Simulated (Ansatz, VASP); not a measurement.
Two plane-wave programs on Lu2ZnH6

```
CELL_PARAMETERS angstrom
5.21499 0.00000 0.00000
-2.60749 4.51631 0.00000
0.00000 0.00000 3.88350
ATOMIC_POSITIONS crystal
Lu 0.33330 0.66670 0.26410
Lu 0.66670 0.33330 0.73590
Zn 0.00000 0.00000 0.00000
H 0.82210 0.17790 0.24300
H 0.82210 0.64420 0.24300
H 0.35580 0.17790 0.24300
H 0.17790 0.82210 0.75700
H 0.64420 0.82210 0.75700
H 0.17790 0.35580 0.75700
```

Alike in both runs: task single point; functional r2SCAN; k mesh 7 × 7 × 8; no spin polarisation.

```csv
,VASP,Ansatz
version,VASP 6.6.1,Ansatz 0.2.0
potentials or method,"VASP PAW PBE potentials, release 64 (Lu, Zn, H), cutoff 520 eV",PAW plane waves
occupations,"fermi-dirac, width 0.1 eV",fermi-dirac
valence electrons in the cell,68,68
```

VASP gave:

| Item | Value |
| --- | --- |
| pressure (GPa) | -8.3 |
| traceless stress, the component that is largest in VASP (GPa) | -3.92 |
| rms of the force components (eV/Å) | 0.147 |

Problem. Which values does Ansatz return?

Solution. Pressure (GPa): -8.5; traceless stress, the component that is largest in VASP (GPa): -3.99; rms of the force components (eV/Å): 0.145.

VASP's potentials were made for PBE, not for r2SCAN. Atom by atom the forces differ by 0.006 eV/Å (rms over components). Ansatz's warnings: structure snapped to symmetry.

Neither program's run includes spin-orbit coupling.
